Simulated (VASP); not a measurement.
# Mn (Pm-3m) in VASP: notebook

Mn is run at these levels: RPBE; tasks: single point, relaxation of cell and atoms.

Everything below comes from runs of VASP 6.6.1. Logs are shortened: lines on timing, memory, paths and dates and some standing lists are left out, and cuts for length are marked.

### Step 1. The cell of the first run

The structure is cubic, space group Pm-3m (No. 221). The conventional cell has a = 2.493 Å, b = 2.493 Å, c = 2.493 Å, α = 90.00°, β = 90.00°, γ = 90.00°. Within 3.3 Å of Mn (site symmetry m-3m) lie 6 Mn at 2.49 Å.

This isn't the form of Mn at room conditions, which is a 58-atom cubic cell.

### Step 2. Single point, RPBE, collinear spin, antiferromagnetic start (15.50 Å³/atom)

The input, INCAR:

```
SYSTEM = Mn
ALGO = Normal
EDIFF = 1E-6
ENCUT = 520
GGA = RP
ISIF = 2
ISMEAR = -1
ISPIN = 2
LASPH = .TRUE.
LCHARG = .TRUE.
LELF = .TRUE.
LMAXMIX = 4
LORBIT = 11
LREAL = .FALSE.
LVHAR = .TRUE.
LWAVE = .FALSE.
MAGMOM = 2.587 -2.587
NBANDS = 24
NELM = 150
PREC = Accurate
SIGMA = 0.05
```

The input, KPOINTS:

```
k-points
0
G
  13 13 13
  0 0 0
```

The input, POSCAR:

```
Mn
1.0
    0.0000000000      2.4934550272      2.4934550272
    2.4934550272      0.0000000000      2.4934550272
    2.4934550272      2.4934550272      0.0000000000
Mn
2
Direct
    0.0000000000      0.0000000000      0.0000000000
    0.5000000000      0.5000000000      0.5000000000
```

Potentials or basis: VASP PAW PBE potentials, release 64 (Mn_pv).

Command:

```console
$ cat potpaw_PBE.64/Mn_pv/POTCAR > POTCAR
$ mpirun -np 1 vasp_std > vasp.out
```

OUTCAR:

```text
SYSTEM = Mn
   EDIFF = 1E-6
   ENCUT = 520
   GGA = RP
   ISIF = 2
   ISMEAR = -1
   ISPIN = 2
   LASPH = .TRUE.
   LORBIT = 11
   LREAL = .FALSE.
   NELM = 150
   PREC = Accurate

 ion  position               nearest neighbor table
   1  0.000  0.000  0.000-   2 2.49   2 2.49   2 2.49   2 2.49   2 2.49   2 2.49
   2  0.500  0.500  0.500-   1 2.49   1 2.49   1 2.49   1 2.49   1 2.49   1 2.49

  LATTYP: Found a face centered cubic cell.
 ALAT       =     4.9869100544

  Lattice vectors:

 A1 = (   0.0000000000,   2.4934550272,   2.4934550272)
 A2 = (   2.4934550272,   0.0000000000,   2.4934550272)
 A3 = (   2.4934550272,   2.4934550272,   0.0000000000)

Analysis of symmetry for initial positions (statically):
=====================================================================
 Subroutine PRICEL returns following result:

  LATTYP: Found a simple cubic cell.
 ALAT       =     2.4934550272

  Lattice vectors:

 A1 = (  -2.4934550272,   0.0000000000,   0.0000000000)
 A2 = (   0.0000000000,   0.0000000000,   2.4934550272)
 A3 = (   0.0000000000,   2.4934550272,   0.0000000000)

   2 primitive cells build up your supercell.

 Routine SETGRP: Setting up the symmetry group for a
 face centered cubic supercell.

 Subroutine GETGRP returns: Found 48 space group operations
 (whereof 48 operations were pure point group operations)
 out of a pool of 48 trial point group operations.

The static configuration has the point symmetry O_h .

Analysis of symmetry for dynamics (positions and initial velocities):
=====================================================================
 Subroutine PRICEL returns following result:

  LATTYP: Found a simple cubic cell.
 ALAT       =     2.4934550272

  Lattice vectors:

 A1 = (  -2.4934550272,   0.0000000000,   0.0000000000)
 A2 = (   0.0000000000,   0.0000000000,   2.4934550272)
 A3 = (   0.0000000000,   2.4934550272,   0.0000000000)

   2 primitive cells build up your supercell.

 Routine SETGRP: Setting up the symmetry group for a
 face centered cubic supercell.

 Subroutine GETGRP returns: Found 48 space group operations
 (whereof 48 operations were pure point group operations)
 out of a pool of 48 trial point group operations.

The dynamic configuration has the point symmetry O_h .

Analysis of structural, dynamic, and magnetic symmetry:
=====================================================================
 Subroutine PRICEL returns following result:

  LATTYP: Found a simple cubic cell.
 ALAT       =     2.4934550272

  Lattice vectors:

 A1 = (  -2.4934550272,   0.0000000000,   0.0000000000)
 A2 = (   0.0000000000,   0.0000000000,   2.4934550272)
 A3 = (   0.0000000000,   2.4934550272,   0.0000000000)

   2 primitive cells build up your supercell.

 Routine SETGRP: Setting up the symmetry group for a
 face centered cubic supercell.

 Subroutine GETGRP returns: Found 48 space group operations
 (whereof 48 operations were pure point group operations)
 out of a pool of 48 trial point group operations.

The overall configuration has the point symmetry O_h .

 Subroutine INISYM returns: Found 48 space group operations
 (whereof 48 operations are pure point group operations),
 and found     2 'primitive' translations

----------------------------------------------------------------------------------------

                                     Primitive cell

  volume of cell :      15.5026

  direct lattice vectors                    reciprocal lattice vectors
    -2.493455027  0.000000000  0.000000000    -0.401049944  0.000000000  0.000000000
     0.000000000  0.000000000  2.493455027     0.000000000  0.000000000  0.401049944
     0.000000000  2.493455027  0.000000000     0.000000000  0.401049944  0.000000000

  length of vectors
     2.493455027  2.493455027  2.493455027     0.401049944  0.401049944  0.401049944

  position of ions in fractional coordinates (direct lattice)
     0.000000000  0.000000000  0.000000000

  ion indices of the primitive-cell ions
   primitive index   ion index
                 1           1

----------------------------------------------------------------------------------------

 KPOINTS: k-points

Automatic generation of k-mesh.
 Grid dimensions read from file:
 generate k-points for:   13   13   13

 Generating k-lattice:

  Cartesian coordinates                     Fractional coordinates (reciprocal lattice)
    -0.015424998  0.015424998  0.015424998     0.076923077  0.000000000  0.000000000
     0.015424998 -0.015424998  0.015424998     0.000000000  0.076923077  0.000000000
     0.015424998  0.015424998 -0.015424998     0.000000000  0.000000000  0.076923077

  Length of vectors
     0.026716880  0.026716880  0.026716880

  Shift w.r.t. Gamma in fractional coordinates (k-lattice)
     0.000000000  0.000000000  0.000000000

 Subroutine IBZKPT returns following result:
 ===========================================

 Found     84 irreducible k-points:

 Following reciprocal coordinates:
            Coordinates               Weight
  0.000000  0.000000  0.000000      1.000000
  0.076923  0.000000  0.000000      8.000000
  0.153846  0.000000  0.000000      8.000000
  0.230769  0.000000  0.000000      8.000000
  0.307692  0.000000  0.000000      8.000000
  0.384615  0.000000  0.000000      8.000000
[... 16 lines left out ...]
  0.384615  0.153846  0.000000     24.000000
  0.461538  0.153846  0.000000     24.000000
 [... further k-points ...]
   k-points           NKPTS =     84   k-points in BZ     NKDIM =     84   number of bands    NBANDS=     24
   number of dos      NEDOS =    301   number of ions     NIONS =      2
   total plane-waves  NPLWV =  21952
   dimension x,y,z NGX =    28 NGY =   28 NGZ =   28
   dimension x,y,z NGXF=    56 NGYF=   56 NGZF=   56
   ions per type =               2
   NGX,Y,Z   is equivalent  to a cutoff of  13.20, 13.20, 13.20 a.u.
   NGXF,Y,Z  is equivalent  to a cutoff of  26.40, 26.40, 26.40 a.u.
 SYSTEM =  Mn
   PREC   = accura    normal or accurate (medium, high low for compatibility)
   ISTART =      0    job   : 0-new  1-cont  2-samecut
   ICHARG =      2    charge: 1-file 2-atom 10-const
   ISPIN  =      2    spin polarized calculation?
   LNONCOLLINEAR =      F non collinear calculations
   LSORBIT =      F    spin-orbit coupling
   LASPH  =      T    aspherical Exc in radial PAW
   ENCUT  =  520.0 eV  38.22 Ry    6.18 a.u.   6.56  6.56  6.56*2*pi/ulx,y,z
   NELM   =    150;   NELMIN=  2; NELMDL= -5     # of ELM steps
   EDIFF  = 0.1E-05   stopping-criterion for ELM
   LREAL  =      F    real-space projection
   EDIFFG = 0.1E-04   stopping-criterion for IOM
   NSW    =      0    number of steps for IOM
   IBRION =     -1    ionic relax: 0-MD 1-quasi-New 2-CG
   NFREE  =      0    steps in history (QN), initial steepest desc. (CG)
   ISIF   =      2    stress and relaxation
   ISYM   =      2    0-nonsym 1-usesym 2-fastsym
   POTIM  = 0.5000    time-step for ionic-motion
   TEBEG  =    0.0;   TEEND  =   0.0 temperature during run
   PSTRESS=    0.0 pullay stress
   NELECT =      26.0000    total number of electrons
   NUPDOWN=      -1.0000    fix difference up-down
   EMIN   =  10.00;   EMAX   =-10.00  energy-range for DOS
   EFERMI =   0.00;   METHOD = LEGACY
   ISMEAR =    -1;   SIGMA  =   0.05  broadening in eV -4-tet -1-fermi 0-gaus
   EFERMI_NEDOS =   21; number of points for ismear=-14 and -15
   IALGO  =     38    algorithm
   IMIX   =      4    mixing-type and parameters
     AMIX     =   0.40;   BMIX     =  1.00
     AMIX_MAG =   1.60;   BMIX_MAG =  1.00
  volume/ion in A,a.u.               =      15.50       104.62
  Fermi-wavevector in a.u.,A,eV,Ry     =   1.543788  2.917337 32.426524  2.383282
  Thomas-Fermi vector in A             =   2.649401
   LORBIT       =     11    0 simple, 1 ext, 2 COOP (PROOUT), +10 PAW based schemes
   GGA     = RP    functional components
   LHFCALC =     F    Hartree Fock is set to
   AEXX    =    0.0000 exact exchange contribution
   IVDW    =     0    specifies the selected vdW correction
   LEPSILON=     F    determine dielectric tensor
   LRPA    =     F    only Hartree local field effects (RPA)
 spin polarized calculation
  energy-cutoff  :      520.00
  volume of cell :       31.01
 maximum number of plane-waves:       869
   NGX = 13   NGY = 13   NGZ = 13

 number of electron      25.9999986 magnetization       0.0000000

 number of electron      25.9999986 magnetization      -0.0000000

 Free energy of the ion-electron system (eV)
  ---------------------------------------------------
  ext. energy  EPLUGINS =         0.00000000
  ---------------------------------------------------
  free energy    TOTEN  =       -15.72531228 eV

  energy without entropy =      -15.70575638  energy(sigma->0) =      -15.71553433

 E-fermi :   7.0971     XC(G=0): -11.6364

 val. band max:        7.0845436183   @ k =  -0.2308   0.3077   0.0769
 cond. band min:       7.0973465882   @ k =  -0.2308   0.2308   0.0000
 fundamental gap:      0.0128029699
 Fermi energy:         7.0971315397

 spin component 1

 k-point     1 :       0.0000    0.0000    0.0000
  band No.  band energies     occupation
      1     -42.6951      1.00000
      2     -42.6951      1.00000
      3     -42.6951      1.00000
      4     -39.5289      1.00000
      5     -39.5289      1.00000
      6     -39.5289      1.00000
[... 637 lines left out ...]
     23      22.5430      0.00000
     24      23.1054      0.00000

 [... further k-points ...]

 spin component 2

 k-point     1 :       0.0000    0.0000    0.0000
  band No.  band energies     occupation
      1     -42.6951      1.00000
      2     -42.6951      1.00000
      3     -42.6951      1.00000
      4     -39.5289      1.00000
      5     -39.5289      1.00000
      6     -39.5289      1.00000
[... 637 lines left out ...]
     23      22.5430      0.00000
     24      23.1054      0.00000

 [... further k-points ...]

------------------------ aborting loop because EDIFF is reached ----------------------------------------

  FORCE on cell =-STRESS in cart. coord.  units (eV):
  Direction    XX          YY          ZZ          XY          YZ          ZX
  --------------------------------------------------------------------------------------
  -------------------------------------------------------------------------------------
  Total       -0.6760410     -0.6760410     -0.6760410     -0.0000000      0.0000000      0.0000000
  in kB      -34.9340544    -34.9340544    -34.9340544     -0.0000000      0.0000000      0.0000000
  external PRESSURE =     -34.9340544 kB  Pullay stress =       0.0000000 kB

 VOLUME and BASIS-vectors are now :
 -----------------------------------------------------------------------------
  energy-cutoff  :      520.00
  volume of cell :       31.01
      direct lattice vectors                 reciprocal lattice vectors
     0.000000000  2.493455027  2.493455027    -0.200524972  0.200524972  0.200524972
     2.493455027  0.000000000  2.493455027     0.200524972 -0.200524972  0.200524972
     2.493455027  2.493455027  0.000000000     0.200524972  0.200524972 -0.200524972

 POSITION                                       TOTAL-FORCE (eV/Angst)
 -----------------------------------------------------------------------------------
      0.00000      0.00000      0.00000         0.000000      0.000000     -0.000000
      2.49346      2.49346      2.49346        -0.000000     -0.000000      0.000000
 -----------------------------------------------------------------------------------
    total drift:                                0.000000      0.000000      0.000000

  FREE ENERGIE OF THE ION-ELECTRON SYSTEM (eV)
  ---------------------------------------------------
  free  energy   TOTEN  =       -15.7253122833 eV

  energy  without entropy=      -15.7057563756  energy(sigma->0) =      -15.71553433

 total charge

# of ion       s       p       d       tot
------------------------------------------
    1        0.384   6.219   5.020  11.623
    2        0.384   6.219   5.020  11.623
--------------------------------------------------
tot          0.768  12.437  10.041  23.246

 magnetization (x)

# of ion       s       p       d       tot
------------------------------------------
    1        0.061   0.019   2.910   2.991
    2       -0.061  -0.019  -2.910  -2.991
--------------------------------------------------
tot          0.000   0.000   0.000   0.000
```

It took 58 s on 1 thread of Intel Xeon 6975P-C (Granite Rapids), shared host; peak memory 0.22 GiB.

What came out:

* Free energy: -15.7253 eV
* Pressure: -3.5 GPa
* Band gap on the k mesh: zero (filled and empty bands overlap)
* Net moment: 0.00 μB per cell
* Site moments: Mn +2.99, -2.99 μB
* Valence electrons inside the program's atomic spheres: Mn 11.62

Caveat: the cell stands under tension; the PAW data sets were made with another functional, which shifts forces and pressure a little.

### Step 3. Single point, RPBE, collinear spin, antiferromagnetic start (16.08 Å³/atom)

This run uses another cell than the first one, of 16.08 Å³/atom.

The input, INCAR:

```
PREC     = Accurate       # precision mode
ENCUT    = 520            # plane-wave cutoff, eV
EDIFF    = 1E-6           # SCF threshold, eV
ISMEAR   = -1             # smearing method
SIGMA    = 0.05           # smearing width, eV
LREAL    = False          # projectors in reciprocal space
LASPH    = True           # aspherical terms in the spheres
NELM     = 150            # most SCF steps
ALGO     = Normal         # electronic algorithm
ISIF     = 2              # what is computed and relaxed
LWAVE    = False          # write WAVECAR
LCHARG   = False          # write CHGCAR
ISPIN    = 2              # spin polarisation
MAGMOM   = 2.587 -2.587   # initial moments
LORBIT   = 11             # projections on sites
LMAXMIX  = 4              # l up to which the mixer works
GGA      = RP             # functional
NBANDS   = 24             # bands
```

The input, KPOINTS:

```
regular mesh
0
Gamma
  13 13 13
```

The input, POSCAR:

```
Mn
1.0
    0.0000000000      2.5238660125      2.5238660125
    2.5238660125      0.0000000000      2.5238660125
    2.5238660125      2.5238660125      0.0000000000
Mn
2
Direct
    0.0000000000      0.0000000000      0.0000000000
    0.5000000000      0.5000000000      0.5000000000
```

Potentials or basis: VASP PAW PBE potentials, release 64 (Mn_pv).

Command:

```console
$ cat potpaw_PBE.64/Mn_pv/POTCAR > POTCAR
$ mpirun -np 1 vasp_std > vasp.out
```

OUTCAR:

```text
PREC = Accurate
   ENCUT = 520
   EDIFF = 1E-6
   ISMEAR = -1
   LREAL = False
   LASPH = True
   NELM = 150
   ISIF = 2
   ISPIN = 2
   LORBIT = 11
   GGA = RP

 ion  position               nearest neighbor table
   1  0.000  0.000  0.000-   2 2.52   2 2.52   2 2.52   2 2.52   2 2.52   2 2.52
   2  0.500  0.500  0.500-   1 2.52   1 2.52   1 2.52   1 2.52   1 2.52   1 2.52

  LATTYP: Found a face centered cubic cell.
 ALAT       =     5.0477320250

  Lattice vectors:

 A1 = (   0.0000000000,   2.5238660125,   2.5238660125)
 A2 = (   2.5238660125,   0.0000000000,   2.5238660125)
[... 1539 lines left out ...]

 VOLUME and BASIS-vectors are now :
 -----------------------------------------------------------------------------
  energy-cutoff  :      520.00
  volume of cell :       32.15
      direct lattice vectors                 reciprocal lattice vectors
     0.000000000  2.523866013  2.523866013    -0.198108773  0.198108773  0.198108773
     2.523866013  0.000000000  2.523866013     0.198108773 -0.198108773  0.198108773
     2.523866013  2.523866013  0.000000000     0.198108773  0.198108773 -0.198108773

 POSITION                                       TOTAL-FORCE (eV/Angst)
 -----------------------------------------------------------------------------------
      0.00000      0.00000      0.00000         0.000000     -0.000000     -0.000000
      2.52387      2.52387      2.52387        -0.000000      0.000000      0.000000
 -----------------------------------------------------------------------------------
    total drift:                                0.000000      0.000000      0.000000

  FREE ENERGIE OF THE ION-ELECTRON SYSTEM (eV)
  ---------------------------------------------------
  free  energy   TOTEN  =       -15.6965452844 eV

  energy  without entropy=      -15.6739673651  energy(sigma->0) =      -15.68525632

 total charge

# of ion       s       p       d       tot
------------------------------------------
    1        0.379   6.207   4.998  11.584
    2        0.379   6.207   4.998  11.584
--------------------------------------------------
tot          0.757  12.415   9.996  23.168

 magnetization (x)

# of ion       s       p       d       tot
------------------------------------------
    1        0.067   0.019   3.038   3.123
    2       -0.067  -0.019  -3.038  -3.123
--------------------------------------------------
tot          0.000   0.000  -0.000  -0.000
```

OSZICAR:

```text
N       E                     dE             d eps       ncg     rms          rms(c)
DAV:   1     0.262754526005E+03    0.26275E+03   -0.15158E+04  8208   0.137E+03
DAV:   2    -0.674124885944E+01   -0.26950E+03   -0.25862E+03  8224   0.391E+02
DAV:   3    -0.171073198249E+02   -0.10366E+02   -0.10314E+02  9048   0.895E+01
DAV:   4    -0.172261706688E+02   -0.11885E+00   -0.11884E+00  9184   0.920E+00
DAV:   5    -0.172288662228E+02   -0.26956E-02   -0.26955E-02  9360   0.140E+00    0.123E+01
DAV:   6    -0.157339873978E+02    0.14949E+01   -0.10123E+01  8440   0.362E+01    0.972E+00
DAV:   7    -0.156541281403E+02    0.79859E-01   -0.84593E-01  8312   0.111E+01    0.331E+00
DAV:   8    -0.156924623894E+02   -0.38334E-01   -0.83774E-02  9576   0.182E+00    0.147E+00
DAV:   9    -0.156957171989E+02   -0.32548E-02   -0.58865E-02  9344   0.120E+00    0.516E-01
DAV:  10    -0.156961807569E+02   -0.46356E-03   -0.36983E-03  8760   0.473E-01    0.272E-01
DAV:  11    -0.156964965736E+02   -0.31582E-03   -0.27286E-03  9384   0.323E-01    0.127E-01
DAV:  12    -0.156965403496E+02   -0.43776E-04   -0.19264E-04  8504   0.116E-01    0.288E-02
DAV:  13    -0.156965437327E+02   -0.33831E-05   -0.73113E-06  9208   0.206E-02    0.198E-02
DAV:  14    -0.156965460786E+02   -0.23460E-05   -0.10706E-05  8784   0.211E-02    0.585E-03
DAV:  15    -0.156965452844E+02    0.79427E-06   -0.49564E-07  4656   0.530E-03
   1 F= -.15696545E+02 E0= -.15685256E+02  d E =-.225779E-01  mag=    -0.0000
```

It took 55 s on 1 thread of Intel Xeon 6975P-C (Granite Rapids), shared host; peak memory 0.23 GiB.

Results:

```yaml
Free_energy: -15.6965 eV
Pressure: -4.6 GPa
Band_gap_on_the_k_mesh: zero (filled and empty bands overlap)
Net_moment: 0.00 μB per cell
Site_moments: Mn +3.12, -3.12 μB
Valence_electrons_inside_the_program's_atomic_spheres: Mn 11.58
```

Caveat: the cell stands under tension; the PAW data sets were made with another functional, which shifts forces and pressure a little.

[end of part 1 of 2]
